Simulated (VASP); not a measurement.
# Ag (R-3m) in VASP: single point with PBEsol

Aim: the single point of Ag with PBEsol.

Program: VASP 6.6.1. These are calculated values, not measurements. Logs are shortened: lines on timing, memory, paths and dates and some standing lists are left out, and cuts for length are marked.

## 1. The cell of the first run

The structure is trigonal, space group R-3m (No. 166). Conventional cell: a = 5.552 Å, b = 5.552 Å, c = 2.040 Å, α = 90.00°, β = 90.00°, γ = 120.00°. Ag (site symmetry -3m) has 2 Ag at 2.04 Å within 2.7 Å.

## 2. Single point, PBEsol

File INCAR:

```
ALGO = Normal
EDIFF = 1E-6
ENCUT = 630
GGA = PS
GGA_COMPAT = F
ISIF = 2
ISMEAR = 0
LASPH = T
LCHARG = F
LREAL = F
LWAVE = F
NBANDS = 16
NELM = 120
PREC = Accurate
SIGMA = 0.15
```

File KPOINTS:

```
k-points
0
Gamma
  22 22 22
```

File POSCAR:

```
Ag
1.0
   -2.2247275258      1.7012622256      1.7012622256
    1.7012622256     -2.2247275258      1.7012622256
    1.7012622256      1.7012622256     -2.2247275258
Ag
1
Direct
    0.0000000000      0.0000000000      0.0000000000
```

Potentials or basis: VASP PAW PBE potentials, release 64 (Ag_sv_GW).

Started as:

```
> cat potpaw_PBE.64/Ag_sv_GW/POTCAR > POTCAR
> mpirun -np 1 vasp_std > vasp.out
```

OUTCAR:

```text
EDIFF = 1E-6
   ENCUT = 630
   GGA = PS
   ISIF = 2
   ISMEAR = 0
   LASPH = T
   LREAL = F
   NELM = 120
   PREC = Accurate

 ion  position               nearest neighbor table
   1  0.000  0.000  0.000-

  LATTYP: Found a trigonal (rhomboedric) cell.
 ALAT       =     3.2768885981
 COS(alpha) =    -0.4354066986

  Lattice vectors:

 A1 = (  -2.2247275258,   1.7012622256,   1.7012622256)
 A2 = (   1.7012622256,  -2.2247275258,   1.7012622256)
 A3 = (   1.7012622256,   1.7012622256,  -2.2247275258)

Analysis of symmetry for initial positions (statically):
=====================================================================
 Subroutine PRICEL returns:
 Original cell was already a primitive cell.

 Routine SETGRP: Setting up the symmetry group for a
 trigonal (rhombohedral) supercell.

 Subroutine GETGRP returns: Found 12 space group operations
 (whereof 12 operations were pure point group operations)
 out of a pool of 12 trial point group operations.

The static configuration has the point symmetry D_3d.

Analysis of symmetry for dynamics (positions and initial velocities):
=====================================================================
 Subroutine PRICEL returns:
 Original cell was already a primitive cell.

 Routine SETGRP: Setting up the symmetry group for a
 trigonal (rhombohedral) supercell.

 Subroutine GETGRP returns: Found 12 space group operations
 (whereof 12 operations were pure point group operations)
 out of a pool of 12 trial point group operations.

The dynamic configuration has the point symmetry D_3d.

 Subroutine INISYM returns: Found 12 space group operations
 (whereof 12 operations are pure point group operations),
 and found     1 'primitive' translations

----------------------------------------------------------------------------------------

                                     Primitive cell

  volume of cell :      18.1538

  direct lattice vectors                    reciprocal lattice vectors
    -2.224727526  1.701262226  1.701262226     0.113205707  0.367918547  0.367918547
     1.701262226 -2.224727526  1.701262226     0.367918547  0.113205707  0.367918547
     1.701262226  1.701262226 -2.224727526     0.367918547  0.367918547  0.113205707

  length of vectors
     3.276888598  3.276888598  3.276888598     0.532488165  0.532488165  0.532488165

  position of ions in fractional coordinates (direct lattice)
     0.000000000  0.000000000  0.000000000

  ion indices of the primitive-cell ions
   primitive index   ion index
                 1           1

----------------------------------------------------------------------------------------

 KPOINTS: k-points

Automatic generation of k-mesh.
 Grid dimensions read from file:
 generate k-points for:   22   22   22

 Generating k-lattice:

  Cartesian coordinates                     Fractional coordinates (reciprocal lattice)
     0.005145714  0.016723570  0.016723570     0.045454545  0.000000000  0.000000000
     0.016723570  0.005145714  0.016723570     0.000000000  0.045454545  0.000000000
     0.016723570  0.016723570  0.005145714     0.000000000  0.000000000  0.045454545

  Length of vectors
     0.024204008  0.024204008  0.024204008

  Shift w.r.t. Gamma in fractional coordinates (k-lattice)
     0.000000000  0.000000000  0.000000000

 Subroutine IBZKPT returns following result:
 ===========================================

 Found   1024 irreducible k-points:

 Following reciprocal coordinates:
            Coordinates               Weight
  0.000000  0.000000  0.000000      1.000000
  0.045455 -0.000000  0.000000      6.000000
  0.090909 -0.000000  0.000000      6.000000
  0.136364 -0.000000 -0.000000      6.000000
  0.181818  0.000000 -0.000000      6.000000
  0.227273 -0.000000 -0.000000      6.000000
[... 16 lines left out ...]
  0.500000  0.045455 -0.000000     12.000000
 -0.454545  0.045455  0.000000     12.000000
 [... further k-points ...]
   k-points           NKPTS =   1024   k-points in BZ     NKDIM =   1024   number of bands    NBANDS=     16
   number of dos      NEDOS =    301   number of ions     NIONS =      1
   total plane-waves  NPLWV =  21952
   dimension x,y,z NGX =    28 NGY =   28 NGZ =   28
   dimension x,y,z NGXF=    56 NGYF=   56 NGZF=   56
   ions per type =               1
   NGX,Y,Z   is equivalent  to a cutoff of  14.21, 14.21, 14.21 a.u.
   NGXF,Y,Z  is equivalent  to a cutoff of  28.41, 28.41, 28.41 a.u.
 SYSTEM =  unknown system
   PREC   = accura    normal or accurate (medium, high low for compatibility)
   ISTART =      0    job   : 0-new  1-cont  2-samecut
   ICHARG =      2    charge: 1-file 2-atom 10-const
   ISPIN  =      1    spin polarized calculation?
   LNONCOLLINEAR =      F non collinear calculations
   LSORBIT =      F    spin-orbit coupling
   LASPH  =      T    aspherical Exc in radial PAW
   ENCUT  =  630.0 eV  46.30 Ry    6.80 a.u.   6.71  6.71  6.71*2*pi/ulx,y,z
   NELM   =    120;   NELMIN=  2; NELMDL= -5     # of ELM steps
   EDIFF  = 0.1E-05   stopping-criterion for ELM
   LREAL  =      F    real-space projection
   EDIFFG = 0.1E-04   stopping-criterion for IOM
   NSW    =      0    number of steps for IOM
   IBRION =     -1    ionic relax: 0-MD 1-quasi-New 2-CG
   NFREE  =      0    steps in history (QN), initial steepest desc. (CG)
   ISIF   =      2    stress and relaxation
   ISYM   =      2    0-nonsym 1-usesym 2-fastsym
   POTIM  = 0.5000    time-step for ionic-motion
   TEBEG  =    0.0;   TEEND  =   0.0 temperature during run
   PSTRESS=    0.0 pullay stress
   NELECT =      19.0000    total number of electrons
   NUPDOWN=      -1.0000    fix difference up-down
   EMIN   =  10.00;   EMAX   =-10.00  energy-range for DOS
   EFERMI =   0.00;   METHOD = LEGACY
   ISMEAR =     0;   SIGMA  =   0.15  broadening in eV -4-tet -1-fermi 0-gaus
   EFERMI_NEDOS =   21; number of points for ismear=-14 and -15
   IALGO  =     38    algorithm
   IMIX   =      4    mixing-type and parameters
     AMIX     =   0.40;   BMIX     =  1.00
     AMIX_MAG =   1.60;   BMIX_MAG =  1.00
  volume/ion in A,a.u.               =      18.15       122.51
  Fermi-wavevector in a.u.,A,eV,Ry     =   1.662148  3.141005 37.589321  2.762737
  Thomas-Fermi vector in A             =   2.749089
   LORBIT       =      0    0 simple, 1 ext, 2 COOP (PROOUT), +10 PAW based schemes
   GGA     = PS    functional components
   LHFCALC =     F    Hartree Fock is set to
   AEXX    =    0.0000 exact exchange contribution
   IVDW    =     0    specifies the selected vdW correction
   LEPSILON=     F    determine dielectric tensor
   LRPA    =     F    only Hartree local field effects (RPA)
 non-spin polarized calculation
 Gauss-broadening in eV      SIGMA  =   0.15
  energy-cutoff  :      630.00
  volume of cell :       18.15
 maximum number of plane-waves:       668
   NGX = 13   NGY = 13   NGZ = 13

 number of electron      18.9999994 magnetization

 Free energy of the ion-electron system (eV)
  ---------------------------------------------------
  ext. energy  EPLUGINS =         0.00000000
  ---------------------------------------------------
  free energy    TOTEN  =         1.90015036 eV

  energy without entropy =        1.90292103  energy(sigma->0) =        1.90153569

 E-fermi :   6.5042     XC(G=0): -12.0992

 val. band max:        6.4823029191   @ k =   0.4091   0.2727   0.1818
 cond. band min:       6.5170430536   @ k =  -0.1818  -0.2273   0.0455
 fundamental gap:      0.0347401345
 Fermi energy:         6.5041829237

 k-point     1 :       0.0000    0.0000    0.0000
  band No.  band energies     occupation
      1     -86.0063      2.00000
      2     -49.2681      2.00000
      3     -49.2681      2.00000
      4     -48.4156      2.00000
      5      -3.3110      2.00000
      6      -0.6490      2.00000
[... 8 lines left out ...]
     15      24.1631      0.00000
     16      28.7717      0.00000

 k-point     2 :       0.0455   -0.0000    0.0000
  band No.  band energies     occupation
      1     -85.9970      2.00000
      2     -49.2618      2.00000
      3     -49.2615      2.00000
      4     -48.4761      2.00000
      5      -3.1336      2.00000
      6      -0.5647      2.00000
[... 8 lines left out ...]
     15      24.2891      0.00000
     16      28.8287      0.00000

 k-point     3 :       0.0909   -0.0000    0.0000
  band No.  band energies     occupation
      1     -85.9702      2.00000
      2     -49.2435      2.00000
      3     -49.2426      2.00000
      4     -48.6513      2.00000
      5      -2.6146      2.00000
      6      -0.3108      2.00000
[... 8 lines left out ...]
     15      24.6748      0.00000
     16      29.0268      0.00000

 k-point     4 :       0.1364   -0.0000   -0.0000
  band No.  band energies     occupation
      1     -85.9276      2.00000
      2     -49.2146      2.00000
      3     -49.2126      2.00000
      4     -48.9237      2.00000
      5      -1.7970      2.00000
      6       0.1154      2.00000
[... 8 lines left out ...]
     15      25.3290      0.00000
     16      29.4330      0.00000

 k-point     5 :       0.1818    0.0000   -0.0000
  band No.  band energies     occupation
      1     -85.8725      2.00000
      2     -49.2671      2.00000
      3     -49.1772      2.00000
      4     -49.1740      2.00000
      5      -0.7749      2.00000
      6       0.7114      2.00000
[... 8 lines left out ...]
     15      26.2220      0.00000
     16      29.5517      0.00000

 k-point     6 :       0.2273   -0.0000   -0.0000
  band No.  band energies     occupation
      1     -85.8092      2.00000
      2     -49.6502      2.00000
      3     -49.1344      2.00000
      4     -49.1296      2.00000
      5       0.2294      2.00000
      6       1.2298      2.00000
[... 8 lines left out ...]
     15      27.2159      0.00000
     16      27.3766      0.00000

 k-point     7 :       0.2727   -0.0000   -0.0000
  band No.  band energies     occupation
      1     -85.7425      2.00000
      2     -50.0406      2.00000
      3     -49.0894      2.00000
      4     -49.0831      2.00000
      5       0.3962      2.00000
      6       0.9014      2.00000
[... 8 lines left out ...]
     15      26.3526      0.00000
     16      27.7681      0.00000

 k-point     8 :       0.3182   -0.0000   -0.0000
  band No.  band energies     occupation
      1     -85.6779      2.00000
      2     -50.4074      2.00000
      3     -49.0460      2.00000
      4     -49.0383      2.00000
      5      -0.1894      2.00000
      6       0.2168      2.00000
[... 8 lines left out ...]
     15      26.4505      0.00000
     16      27.2468      0.00000

 k-point     9 :       0.3636    0.0000   -0.0000
  band No.  band energies     occupation
      1     -85.6208      2.00000
      2     -50.7230      2.00000
      3     -49.0077      2.00000
      4     -48.9987      2.00000
      5      -0.7503      2.00000
      6      -0.3544      2.00000
[... 8 lines left out ...]
     15      26.6106      0.00000
     16      27.2491      0.00000
[... 172 lines left out ...]
 k-point    19 :       0.3182    0.0455   -0.0000
  band No.  band energies     occupation
      1     -85.6209      2.00000
      2     -50.7230      2.00000
      3     -49.0057      2.00000
      4     -48.9985      2.00000
      5      -0.6844      2.00000
      6      -0.3560      2.00000
[... 8 lines left out ...]
     15      26.1411      0.00000
     16      27.5814      0.00000

 k-point    20 :       0.3636    0.0455   -0.0000
  band No.  band energies     occupation
      1     -85.5760      2.00000
      2     -50.9650      2.00000
      3     -48.9763      2.00000
      4     -48.9677      2.00000
      5      -1.1327      2.00000
      6      -0.7819      2.00000
[... 8 lines left out ...]
     15      26.2253      0.00000
     16      28.0827      0.00000

 k-point    21 :       0.4091    0.0455   -0.0000
  band No.  band energies     occupation
      1     -85.5474      2.00000
      2     -51.1170      2.00000
      3     -48.9578      2.00000
      4     -48.9481      2.00000
      5      -1.4175      2.00000
      6      -1.0437      2.00000
[... 8 lines left out ...]
     15      26.4070      0.00000
     16      27.7413      0.00000

 k-point    22 :       0.4545    0.0455   -0.0000
  band No.  band energies     occupation
      1     -85.5376      2.00000
      2     -51.1689      2.00000
      3     -48.9519      2.00000
      4     -48.9415      2.00000
      5      -1.5264      2.00000
      6      -1.1327      2.00000
[... 8 lines left out ...]
     15      26.7746      0.00000
     16      27.5790      0.00000

 k-point    23 :       0.5000    0.0455   -0.0000
  band No.  band energies     occupation
      1     -85.5473      2.00000
      2     -51.1170      2.00000
      3     -48.9592      2.00000
      4     -48.9484      2.00000
      5      -1.4558      2.00000
      6      -1.0461      2.00000
[... 8 lines left out ...]
     15      27.0306      0.00000
     16      27.8222      0.00000

 k-point    24 :      -0.4545    0.0455    0.0000
  band No.  band energies     occupation
      1     -85.5759      2.00000
      2     -50.9650      2.00000
      3     -48.9790      2.00000
      4     -48.9682      2.00000
      5      -1.2098      2.00000
      6      -0.7869      2.00000
[... 8 lines left out ...]
     15      26.8206      0.00000
     16      28.6566      0.00000

 [... further k-points ...]

------------------------ aborting loop because EDIFF is reached ----------------------------------------

  FORCE on cell =-STRESS in cart. coord.  units (eV):
  Direction    XX          YY          ZZ          XY          YZ          ZX
  --------------------------------------------------------------------------------------
  -------------------------------------------------------------------------------------
  Total        7.9217775      7.9217775      7.9217775      9.5289466      9.5289466      9.5289466
  in kB      699.1405339    699.1405339    699.1405339    840.9820665    840.9820665    840.9820665
  external PRESSURE =     699.1405339 kB  Pullay stress =       0.0000000 kB

 VOLUME and BASIS-vectors are now :
 -----------------------------------------------------------------------------
  energy-cutoff  :      630.00
  volume of cell :       18.15
      direct lattice vectors                 reciprocal lattice vectors
    -2.224727526  1.701262226  1.701262226     0.113205707  0.367918547  0.367918547
     1.701262226 -2.224727526  1.701262226     0.367918547  0.113205707  0.367918547
     1.701262226  1.701262226 -2.224727526     0.367918547  0.367918547  0.113205707

 POSITION                                       TOTAL-FORCE (eV/Angst)
 -----------------------------------------------------------------------------------
      0.00000      0.00000      0.00000        -0.000000      0.000000      0.000000
 -----------------------------------------------------------------------------------
    total drift:                               -0.000000     -0.000000      0.000000

  FREE ENERGIE OF THE ION-ELECTRON SYSTEM (eV)
  ---------------------------------------------------
  free  energy   TOTEN  =         1.9001503604 eV

  energy  without entropy=        1.9029210284  energy(sigma->0) =        1.90153569
```

Wall time 9.7 min (1 thread of Intel Xeon Platinum 8259CL at 2.50GHz (Skylake/Cascade Lake), shared host); peak memory 0.57 GiB.

What came out:

* Free energy: 1.9002 eV
* Pressure: 69.9 GPa
* Band gap on the k mesh: zero (an odd number of electrons rules out a gap without spin polarisation)

Levels at points of the mesh, in eV from the Fermi level:
| k point | band 5 | band 6 | band 7 | band 8 | band 9 | band 10 | band 11 | band 12 | band 13 | band 14 |
| --- | --- | --- | --- | --- | --- | --- | --- | --- | --- | --- |
| (0.00, 0.00, 0.00) | -9.82 | -7.15 | -5.33 | -5.33 | -1.64 | -1.64 | 12.31 | 12.31 | 12.38 | 17.66 |
| (0.50, 0.00, 0.00) | -8.04 | -7.63 | -3.91 | -3.56 | -1.62 | 3.74 | 9.62 | 13.01 | 14.02 | 18.15 |
| (0.50, 0.50, 0.00) | -9.84 | -6.30 | -4.20 | -1.62 | -1.57 | -1.56 | 0.08 | 7.54 | 13.60 | 23.28 |
| (0.50, 0.50, 0.50) | -8.11 | -8.11 | -3.54 | -3.54 | -0.71 | 8.39 | 8.90 | 8.90 | 13.74 | 13.74 |

Caveat: the cell stands under pressure; the PAW data sets were made with another functional, which shifts forces and pressure a little.

The gap in the log of VASP goes by the Fermi energy; the results here count the filled bands.